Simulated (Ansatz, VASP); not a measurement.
**K3Ag in VASP and in Ansatz**

The input INCAR:

```
SYSTEM = K3Ag
PREC = Accurate
ENCUT = 520
EDIFF = 1E-6
ISMEAR = -1
SIGMA = 0.1
LREAL = .False.
LASPH = .True.
NELM = 60
ALGO = Normal
ISIF = 2
LWAVE = .False.
LCHARG = .True.
LELF = .True.
LVHAR = .True.
NBANDS = 27
```

File KPOINTS:

```
regular mesh
0
Gamma
  3 3 3
  0 0 0
```

Contents of POSCAR:

```
K3Ag
1.0
    5.8050300000      0.0125000000      0.0535200000
    0.0125000000      5.7694100000      0.0551300000
    0.0535200000      0.0551300000      5.7872100000
K Ag
3 1
Direct
    0.5016300000      0.0004500000      0.9994000000
    0.9945700000      0.5052300000      0.9954500000
    0.9970100000      0.9971300000      0.5015300000
    0.4999400000      0.4975900000      0.4984600000
```

Input for Ansatz:

```yaml
crystal:
  lattice:
    - [5.80503, 0.0125, 0.05352]
    - [0.0125, 5.76941, 0.05513]
    - [0.05352, 0.05513, 5.78721]
  atoms:
    - { symbol: K, position: [0.50163, 0.00045, 0.9994] }
    - { symbol: K, position: [0.99457, 0.50523, 0.99545] }
    - { symbol: K, position: [0.99701, 0.99713, 0.50153] }
    - { symbol: Ag, position: [0.49994, 0.49759, 0.49846] }
basis:
  ecutwfc: 540.0
  xc_grid: 2
kpoints:
  mp_grid:
    grid: [3, 3, 3]
hamiltonian:
  xc: lda
scf:
  max_iter: 100
  convergence:
    dr2_threshold: 1.0e-09
  occupations:
    method: fermi_dirac
    width: 0.1
output:
  forces: true
  stress: true
```

Alike in both runs: task single point; functional LDA; k mesh 3 × 3 × 3; occupations fermi-dirac, width 0.1 eV; no spin polarisation.

|  | VASP | Ansatz |
| --- | --- | --- |
| version | VASP 6.6.1 | Ansatz 0.2.0 |
| potentials or method | VASP PAW LDA potentials, release 64 (K_sv, Ag), cutoff 520 eV | plane waves, PAW |
| valence electrons in the cell | 38 | 46 |

|  | VASP | Ansatz | Ansatz less VASP |
| --- | --- | --- | --- |
| pressure (GPa) | -1.0 | -1.0 | 0.00 |
| traceless stress, the component that is largest in VASP (GPa) | -0.05 | -0.05 | 0.000 |
| rms of the force components (eV/Å) | 0.023 | 0.023 | 0.0000 |

LDA's correlation is that of Perdew and Zunger in VASP and of Perdew and Wang (1992) in Ansatz. Atom by atom the forces differ by 0.000 eV/Å (rms over components). VASP's potentials hold 38 valence electrons a cell and Ansatz's 46, so a difference there can come from the potentials and not from the codes. Ansatz's warnings: stress scf threshold loose.

The k mesh is coarse, so the values compare programs but aren't converged.
